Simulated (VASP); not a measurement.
# GaN (I-4m2) in VASP: a series of runs

Runs on GaN. Level: PBE. Tasks: single point.

Program: VASP 6.6.1. These are calculated values, not measurements. Logs are shortened: lines on timing, memory, paths and dates and some standing lists are left out, and cuts for length are marked.

## Step 1: The cell of the first run

It takes space group I-4m2 (No. 119, tetragonal). The conventional cell has a = 3.216 Å, b = 3.216 Å, c = 4.617 Å, α = 90.00°, β = 90.00°, γ = 90.00°. Ga (site symmetry -4m2) has 4 N at 1.98 Å within 2.6 Å. N (site symmetry -4m2) has 4 Ga at 1.98 Å within 2.6 Å.

## Step 2: Single point, PBE (strain +0.000 along x and y, +0.015 along z)

File INCAR:

```
SYSTEM = GaN
PREC = Accurate
ENCUT = 520
EDIFF = 1E-6
ISMEAR = 0
SIGMA = 0.05
LREAL = .False.
LASPH = .True.
NELM = 100
ALGO = Normal
ISIF = 2
LWAVE = .False.
LCHARG = .True.
GGA = PE
LELF = .True.
LVHAR = .True.
NBANDS = 16
```

File KPOINTS:

```
regular mesh
0
Gamma
  10 10 10
  0 0 0
```

File POSCAR:

```
GaN
1.0
    0.0000000000      2.2742384928      2.3083520702
    2.2742384928      0.0000000000      2.3083520702
    2.2742384928      2.2742384928      0.0000000000
Ga N
1 1
Direct
    0.0000000000      0.0000000000      0.0000000000
    0.7500000000      0.7500000000      0.7500000000
```

Potentials or basis: VASP PAW PBE potentials, release 64 (Ga_d, N).

Command:

```
> cat potpaw_PBE.64/Ga_d/POTCAR potpaw_PBE.64/N/POTCAR > POTCAR
> mpirun -np 1 vasp_std > vasp.out
```

OUTCAR:

```text
SYSTEM = GaN
   PREC = Accurate
   ENCUT = 520
   EDIFF = 1E-6
   ISMEAR = 0
   LREAL = .False.
   LASPH = .True.
   NELM = 100
   ISIF = 2
   GGA = PE

 ion  position               nearest neighbor table
   1  0.000  0.000  0.000-   2 1.98   2 1.98   2 1.98   2 1.98
   2  0.750  0.750  0.750-   1 1.98   1 1.98   1 1.98   1 1.98

  LATTYP: Found a body centered tetragonal cell.
 ALAT       =     3.2162589206
 C/A-ratio  =     1.4354267658

  Lattice vectors:

 A1 = (  -2.2742384928,   0.0000000000,   2.3083520702)
 A2 = (   2.2742384928,   0.0000000000,   2.3083520702)
 A3 = (   0.0000000000,   2.2742384928,  -2.3083520702)

Analysis of symmetry for initial positions (statically):
=====================================================================
 Subroutine PRICEL returns:
 Original cell was already a primitive cell.

 Routine SETGRP: Setting up the symmetry group for a
 body centered tetragonal supercell.

 Subroutine GETGRP returns: Found  8 space group operations
 (whereof  8 operations were pure point group operations)
 out of a pool of 16 trial point group operations.

The static configuration has the point symmetry D_2d.

Analysis of symmetry for dynamics (positions and initial velocities):
=====================================================================
 Subroutine PRICEL returns:
 Original cell was already a primitive cell.

 Routine SETGRP: Setting up the symmetry group for a
 body centered tetragonal supercell.

 Subroutine GETGRP returns: Found  8 space group operations
 (whereof  8 operations were pure point group operations)
 out of a pool of 16 trial point group operations.

The dynamic configuration has the point symmetry D_2d.

 Subroutine INISYM returns: Found  8 space group operations
 (whereof  8 operations are pure point group operations),
 and found     1 'primitive' translations

----------------------------------------------------------------------------------------

                                     Primitive cell

  volume of cell :      23.8783

  direct lattice vectors                    reciprocal lattice vectors
     0.000000000  2.274238493  2.308352070    -0.219853811  0.219853811  0.216604740
     2.274238493  0.000000000  2.308352070     0.219853811 -0.219853811  0.216604740
     2.274238493  2.274238493  0.000000000     0.219853811  0.219853811 -0.216604740

  length of vectors
     3.240470645  3.240470645  3.216258921     0.378931405  0.378931405  0.378931405

  position of ions in fractional coordinates (direct lattice)
     0.000000000  0.000000000  0.000000000
     0.750000000  0.750000000  0.750000000

  ion indices of the primitive-cell ions
   primitive index   ion index
                 1           1
                 2           2

----------------------------------------------------------------------------------------

 KPOINTS: regular mesh

Automatic generation of k-mesh.
 Grid dimensions read from file:
 generate k-points for:   10   10   10

 Generating k-lattice:

  Cartesian coordinates                     Fractional coordinates (reciprocal lattice)
    -0.021985381  0.021985381  0.021660474     0.100000000  0.000000000  0.000000000
     0.021985381 -0.021985381  0.021660474     0.000000000  0.100000000  0.000000000
     0.021985381  0.021985381 -0.021660474     0.000000000  0.000000000  0.100000000

  Length of vectors
     0.037893141  0.037893141  0.037893141

  Shift w.r.t. Gamma in fractional coordinates (k-lattice)
     0.000000000  0.000000000  0.000000000

 Subroutine IBZKPT returns following result:
 ===========================================

 Found    102 irreducible k-points:

 Following reciprocal coordinates:
            Coordinates               Weight
  0.000000  0.000000  0.000000      1.000000
  0.100000  0.000000  0.000000      8.000000
  0.200000  0.000000  0.000000      8.000000
  0.300000  0.000000  0.000000      8.000000
  0.400000  0.000000  0.000000      8.000000
  0.500000  0.000000  0.000000      4.000000
[... 16 lines left out ...]
  0.300000  0.300000  0.000000      2.000000
  0.400000  0.300000  0.000000      8.000000
 [... further k-points ...]
   k-points           NKPTS =    102   k-points in BZ     NKDIM =    102   number of bands    NBANDS=     16
   number of dos      NEDOS =    301   number of ions     NIONS =      2
   total plane-waves  NPLWV =  13824
   dimension x,y,z NGX =    24 NGY =   24 NGZ =   24
   dimension x,y,z NGXF=    48 NGYF=   48 NGZF=   48
   ions per type =               1   1
   NGX,Y,Z   is equivalent  to a cutoff of  12.31, 12.31, 12.41 a.u.
   NGXF,Y,Z  is equivalent  to a cutoff of  24.63, 24.63, 24.81 a.u.
 SYSTEM =  GaN
   PREC   = accura    normal or accurate (medium, high low for compatibility)
   ISTART =      0    job   : 0-new  1-cont  2-samecut
   ICHARG =      2    charge: 1-file 2-atom 10-const
   ISPIN  =      1    spin polarized calculation?
   LNONCOLLINEAR =      F non collinear calculations
   LSORBIT =      F    spin-orbit coupling
   LASPH  =      T    aspherical Exc in radial PAW
   ENCUT  =  520.0 eV  38.22 Ry    6.18 a.u.   6.03  6.03  5.98*2*pi/ulx,y,z
   NELM   =    100;   NELMIN=  2; NELMDL= -5     # of ELM steps
   EDIFF  = 0.1E-05   stopping-criterion for ELM
   LREAL  =      F    real-space projection
   EDIFFG = 0.1E-04   stopping-criterion for IOM
   NSW    =      0    number of steps for IOM
   IBRION =     -1    ionic relax: 0-MD 1-quasi-New 2-CG
   NFREE  =      0    steps in history (QN), initial steepest desc. (CG)
   ISIF   =      2    stress and relaxation
   ISYM   =      2    0-nonsym 1-usesym 2-fastsym
   POTIM  = 0.5000    time-step for ionic-motion
   TEBEG  =    0.0;   TEEND  =   0.0 temperature during run
   PSTRESS=    0.0 pullay stress
   NELECT =      18.0000    total number of electrons
   NUPDOWN=      -1.0000    fix difference up-down
   EMIN   =  10.00;   EMAX   =-10.00  energy-range for DOS
   EFERMI =   0.00;   METHOD = LEGACY
   ISMEAR =     0;   SIGMA  =   0.05  broadening in eV -4-tet -1-fermi 0-gaus
   EFERMI_NEDOS =   21; number of points for ismear=-14 and -15
   IALGO  =     38    algorithm
   IMIX   =      4    mixing-type and parameters
     AMIX     =   0.40;   BMIX     =  1.00
     AMIX_MAG =   1.60;   BMIX_MAG =  1.00
  volume/ion in A,a.u.               =      11.94        80.57
  Fermi-wavevector in a.u.,A,eV,Ry     =   1.489925  2.815549 30.203240  2.219876
  Thomas-Fermi vector in A             =   2.602772
   LORBIT       =      0    0 simple, 1 ext, 2 COOP (PROOUT), +10 PAW based schemes
   GGA     = PE    functional components
   LHFCALC =     F    Hartree Fock is set to
   AEXX    =    0.0000 exact exchange contribution
   IVDW    =     0    specifies the selected vdW correction
   LEPSILON=     F    determine dielectric tensor
   LRPA    =     F    only Hartree local field effects (RPA)
 non-spin polarized calculation
 Gauss-broadening in eV      SIGMA  =   0.05
  energy-cutoff  :      520.00
  volume of cell :       23.88
 maximum number of plane-waves:       656
   NGX = 13   NGY = 13   NGZ = 11

 number of electron      17.9999984 magnetization

 Free energy of the ion-electron system (eV)
  ---------------------------------------------------
  ext. energy  EPLUGINS =         0.00000000
  ---------------------------------------------------
  free energy    TOTEN  =       -12.14981356 eV

  energy without entropy =      -12.14981356  energy(sigma->0) =      -12.14981356

 E-fermi :   5.1297     XC(G=0): -11.4424

 val. band max:        4.8542900967   @ k =   0.0000   0.0000   0.0000
 cond. band min:       6.2815144386   @ k =   0.0000   0.0000   0.0000
 fundamental gap:      1.4272243419
 Fermi energy:         5.1297286347

 k-point     1 :       0.0000    0.0000    0.0000
  band No.  band energies     occupation
      1     -10.7495      2.00000
      2      -8.5941      2.00000
      3      -8.5789      2.00000
      4      -8.5789      2.00000
      5      -8.3054      2.00000
      6      -8.3048      2.00000
[... 8 lines left out ...]
     15      23.0552      0.00000
     16      23.5271      0.00000

 k-point     2 :       0.1000    0.0000    0.0000
  band No.  band energies     occupation
      1     -10.6496      2.00000
      2      -8.5782      2.00000
      3      -8.5669      2.00000
      4      -8.5405      2.00000
      5      -8.3067      2.00000
      6      -8.3055      2.00000
[... 8 lines left out ...]
     15      22.1582      0.00000
     16      22.2531      0.00000

 k-point     3 :       0.2000    0.0000    0.0000
  band No.  band energies     occupation
      1     -10.4042      2.00000
      2      -8.5494      2.00000
      3      -8.5392      2.00000
      4      -8.3693      2.00000
      5      -8.3065      2.00000
      6      -8.3026      2.00000
[... 8 lines left out ...]
     15      21.3291      0.00000
     16      21.4415      0.00000

 k-point     4 :       0.3000    0.0000    0.0000
  band No.  band energies     occupation
      1     -10.1579      2.00000
      2      -8.5247      2.00000
      3      -8.5145      2.00000
      4      -8.2958      2.00000
      5      -8.2900      2.00000
      6      -7.9656      2.00000
[... 8 lines left out ...]
     15      21.7630      0.00000
     16      21.8016      0.00000
[... 324 lines left out ...]
 k-point    22 :      -0.2000    0.2000    0.0000
  band No.  band energies     occupation
      1     -10.0811      2.00000
      2      -8.5101      2.00000
      3      -8.4882      2.00000
      4      -8.3266      2.00000
      5      -8.3090      2.00000
      6      -7.7883      2.00000
[... 8 lines left out ...]
     15      21.8759      0.00000
     16      24.7478      0.00000

 k-point    23 :       0.3000    0.3000    0.0000
  band No.  band energies     occupation
      1     -10.0184      2.00000
      2      -8.4400      2.00000
      3      -8.4136      2.00000
      4      -8.4136      2.00000
      5      -8.2634      2.00000
      6      -7.8015      2.00000
[... 8 lines left out ...]
     15      26.6523      0.00000
     16      26.6607      0.00000

 k-point    24 :       0.4000    0.3000    0.0000
  band No.  band energies     occupation
      1      -9.9281      2.00000
      2      -8.4591      2.00000
      3      -8.3843      2.00000
      4      -8.3837      2.00000
      5      -8.2551      2.00000
      6      -7.3622      2.00000
[... 8 lines left out ...]
     15      26.4971      0.00000
     16      26.9244      0.00000

 [... further k-points ...]

------------------------ aborting loop because EDIFF is reached ----------------------------------------

  FORCE on cell =-STRESS in cart. coord.  units (eV):
  Direction    XX          YY          ZZ          XY          YZ          ZX
  --------------------------------------------------------------------------------------
  -------------------------------------------------------------------------------------
  Total       -0.2579756     -0.2579756     -0.5403733      0.0000000      0.0000000     -0.0000000
  in kB      -17.3095238    -17.3095238    -36.2577153      0.0000000      0.0000000     -0.0000000
  external PRESSURE =     -23.6255876 kB  Pullay stress =       0.0000000 kB

 VOLUME and BASIS-vectors are now :
 -----------------------------------------------------------------------------
  energy-cutoff  :      520.00
  volume of cell :       23.88
      direct lattice vectors                 reciprocal lattice vectors
     0.000000000  2.274238493  2.308352070    -0.219853811  0.219853811  0.216604740
     2.274238493  0.000000000  2.308352070     0.219853811 -0.219853811  0.216604740
     2.274238493  2.274238493  0.000000000     0.219853811  0.219853811 -0.216604740

 POSITION                                       TOTAL-FORCE (eV/Angst)
 -----------------------------------------------------------------------------------
      0.00000      0.00000      0.00000        -0.000000     -0.000000     -0.000000
      3.41136      3.41136      3.46253         0.000000      0.000000      0.000000
 -----------------------------------------------------------------------------------
    total drift:                               -0.000001     -0.000001     -0.000002

  FREE ENERGIE OF THE ION-ELECTRON SYSTEM (eV)
  ---------------------------------------------------
  free  energy   TOTEN  =       -12.1498135563 eV

  energy  without entropy=      -12.1498135563  energy(sigma->0) =      -12.14981356
```

Wall time 42 s (1 thread of Intel Xeon 8259CL, shared host); peak memory 0.16 GiB.

What came out:

| Property | Result |
| --- | --- |
| Free energy | -12.1498 eV |
| Pressure | -2.4 GPa |
| Band gap on the k mesh | 1.43 eV, direct |

Levels at points of the mesh, in eV from the valence-band top:
```
           k point  band 5  band 6  band 7  band 8  band 9  band 10  band 11  band 12  band 13  band 14
(0.00, 0.00, 0.00)  -13.16  -13.16   -0.07    0.00    0.00     1.43    10.00    10.00    10.04    17.01
(0.50, 0.00, 0.00)  -13.11  -11.91   -6.79   -0.99   -0.89     4.32     8.49    10.02    10.23    15.25
(0.50, 0.50, 0.00)  -13.10  -11.53   -6.08   -2.51   -2.51     3.38     6.53    11.27    13.54    13.54
(0.50, 0.00, 0.50)  -13.09  -11.45   -5.92   -2.62   -2.61     3.29     6.31    11.46    13.30    13.63
```

Caveat: the cell differs from its parent crystal (strain +0.000 along x and y, +0.015 along z).

## Step 3: Single point, PBE (strain +0.015 along x and y, -0.015 along z)

File INCAR:

```
PREC = Accurate ; ENCUT = 520
EDIFF = 1E-6 ; ISMEAR = 0
SIGMA = 0.05 ; LREAL = False
LASPH = True ; NELM = 60
ALGO = Normal ; ISIF = 2
LWAVE = False ; LCHARG = False
GGA = PE ; NBANDS = 16
```

File KPOINTS:

```
regular mesh
0
Gamma
  10 10 10
```

File POSCAR:

```
GaN
1.0
    0.0000000000      2.3083520702      2.2401249154
    2.3083520702      0.0000000000      2.2401249154
    2.3083520702      2.3083520702      0.0000000000
Ga N
1 1
Direct
    0.0000000000      0.0000000000      0.0000000000
    0.7500000000      0.7500000000      0.7500000000
```

Potentials or basis: VASP PAW PBE potentials, release 64 (Ga_d, N).

Command:

```
> cat potpaw_PBE.64/Ga_d/POTCAR potpaw_PBE.64/N/POTCAR > POTCAR
> mpirun -np 1 vasp_std > vasp.out
```

Wall time 45 s (1 thread of Intel Xeon 8259CL, shared host); peak memory 0.17 GiB.

It converged, with:

```yaml
Free_energy: -12.1460 eV
Pressure: -2.4 GPa
Band_gap_on_the_k_mesh: 1.36 eV, direct
```

Stress tensor (GPa, compression positive):
```
-3.52  0.00  0.00
 0.00 -3.52  0.00
 0.00  0.00 -0.06
```

Levels at points of the mesh, in eV from the valence-band top:
```
           k point  band 5  band 6  band 7  band 8  band 9  band 10  band 11  band 12  band 13  band 14
(0.00, 0.00, 0.00)  -13.22  -13.22   -0.13   -0.13    0.00     1.36     9.90     9.99     9.99    16.96
(0.50, 0.00, 0.00)  -13.17  -11.97   -6.85   -1.11   -0.90     4.25     8.43     9.85    10.30    15.18
(0.50, 0.50, 0.00)  -13.15  -11.44   -5.83   -2.79   -2.79     3.14     6.01    11.59    13.33    13.33
(0.50, 0.00, 0.50)  -13.16  -11.59   -6.14   -2.57   -2.56     3.32     6.47    11.20    13.15    13.80
```

Caveat: the cell differs from its parent crystal (strain +0.015 along x and y, -0.015 along z).

## Step 4: Single point, PBE (strain +0.000 along x and y, +0.030 along z)

File INCAR:

```
SYSTEM = GaN
  PREC = Accurate
  ENCUT = 520
  EDIFF = 1E-7
  ISMEAR = 0
  SIGMA = 0.05
  LREAL = .FALSE.
  LASPH = .TRUE.
  NELM = 100
  ALGO = Normal
  ISIF = 2
  LWAVE = .FALSE.
  LCHARG = .FALSE.
  GGA = PE
  NBANDS = 16
```

File KPOINTS:

```
regular mesh
0
G
  10 10 10
  0 0 0
```

File POSCAR:

```
GaN
1.0
    0.0000000000      2.2742384928      2.3424656476
    2.2742384928      0.0000000000      2.3424656476
    2.2742384928      2.2742384928      0.0000000000
Ga N
1 1
Direct
    0.0000000000      0.0000000000      0.0000000000
    0.7500000000      0.7500000000      0.7500000000
```

Command:

```
> cat potpaw_PBE.64/Ga_d/POTCAR potpaw_PBE.64/N/POTCAR > POTCAR
> mpirun -np 1 vasp_std > vasp.out
```

Run time: 44 s. Hardware: 1 thread of Intel Xeon 8259CL, shared host; peak memory 0.17 GiB.

The run converged. Its results:

| Item | Value |
| --- | --- |
| Free energy | -12.1379 eV |
| Pressure | -4.7 GPa |
| Band gap on the k mesh | 1.31 eV, direct |

Stress tensor (GPa, compression positive):
```
-3.37  0.00  0.00
 0.00 -3.37  0.00
 0.00  0.00 -7.27
```

Levels at points of the mesh, in eV from the valence-band top:
```
           k point  band 5  band 6  band 7  band 8  band 9  band 10  band 11  band 12  band 13  band 14
(0.00, 0.00, 0.00)  -13.19  -13.19   -0.14    0.00    0.00     1.31     9.88     9.88     9.96    16.79
(0.50, 0.00, 0.00)  -13.14  -11.94   -6.72   -1.05   -0.84     4.18     8.39     9.84    10.23    15.10
(0.50, 0.50, 0.00)  -13.13  -11.60   -6.14   -2.41   -2.41     3.41     6.55    11.04    13.41    13.41
(0.50, 0.00, 0.50)  -13.12  -11.46   -5.84   -2.62   -2.62     3.23     6.12    11.39    12.94    13.59
```

Caveat: the cell differs from its parent crystal (strain +0.000 along x and y, +0.030 along z).

(Part 1 of 2 ends here.)
